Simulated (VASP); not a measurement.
A run of VASP 6.6.1 is set up as follows.

File INCAR:

```
SYSTEM = Ti
PREC = Accurate
ENCUT = 520
EDIFF = 1E-6
ISMEAR = 0
SIGMA = 0.1
LREAL = .FALSE.
LASPH = .TRUE.
NELM = 80
ALGO = Normal
ISIF = 2
LWAVE = .FALSE.
LCHARG = .TRUE.
GGA = PE
LELF = .TRUE.
LVHAR = .TRUE.
NBANDS = 12
```

KPOINTS

```
regular mesh
0
G
  16 16 16
  0 0 0
```

POSCAR

```
Ti
1.0
   -1.6089348600      1.6581648600      1.6581648600
    1.6089348600     -1.6581648600      1.6581648600
    1.6089348600      1.6581648600     -1.6581648600
Ti
1
Direct
    0.0000000000      0.0000000000      0.0000000000
```

Potentials or basis: VASP PAW PBE potentials, release 64 (Ti_sv).

Launch:

```sh
$ cat potpaw_PBE.64/Ti_sv/POTCAR > POTCAR
$ mpirun -np 1 vasp_std > vasp.out
```

Task: Estimate the band gap on the k mesh.

Result: Zero (band 6 reaches 8.84 eV, above the bottom of band 7 at 7.31 eV).

Task: Estimate the pressure.

Result: -2.8 GPa.

Stress tensor (GPa, compression positive):
```
-3.36  0.00  0.00
 0.00 -2.56  0.00
 0.00  0.00 -2.56
```

Caveat: the cell differs from its parent crystal (strained).
